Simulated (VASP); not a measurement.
Here is a VASP 6.6.1 calculation.

POSCAR

```
Ag2IBr
1.0
    4.3239683344      0.0000000000      0.0000000000
    0.0000000000      4.3239683344      0.0000000000
    0.0000000000      0.0000000000      6.0214622060
Br Ag I
1 2 1
Direct
    0.0000000000      0.0000000000      0.0000000000
    0.0000000000      0.0000000000      0.5000000000
    0.5000000000      0.5000000000      0.0000000000
    0.5000000000      0.5000000000      0.5000000000
```

Contents of INCAR.step1:

```
  ALGO = Normal
  EDIFF = 1E-4
  ENCUT = 520
  GGA = PE
  ISMEAR = 0
  LASPH = T
  LCHARG = F
  LREAL = F
  LWAVE = T
  NBANDS = 26
  NELM = 80
  PREC = Accurate
  SIGMA = 0.01
```

File INCAR.step2:

```
  ALGO = Normal
  EDIFF = 1E-7
  ENCUT = 520
  ISIF = 2
  ISMEAR = 0
  ISTART = 1
  LASPH = T
  LCHARG = F
  LMIXTAU = T
  LREAL = F
  LWAVE = F
  METAGGA = R2SCAN
  NBANDS = 26
  NELM = 80
  PREC = Accurate
  SIGMA = 0.01
```

File KPOINTS:

```
k-points
0
Gamma
  6 6 4
```

Potentials or basis: VASP PAW PBE potentials, release 64 (Br, Ag, I).

Launch:

```sh
$ cat potpaw_PBE.64/Br/POTCAR potpaw_PBE.64/Ag/POTCAR potpaw_PBE.64/I/POTCAR > POTCAR
$ cp INCAR.step1 INCAR
$ mpirun -np 1 vasp_std > vasp.out
$ cp INCAR.step2 INCAR
$ mpirun -np 1 vasp_std > vasp.out
```

(1) Estimate the band gap on the k mesh.

(2) Predict the pressure.

## Answers

(1) 1.13 eV, indirect (least direct gap 2.80 eV).

(2) -2.2 GPa.

Caveat: the PAW data sets were made with another functional, which shifts forces and pressure a little; spin-orbit coupling is left out, which moves the levels of the heavy elements.
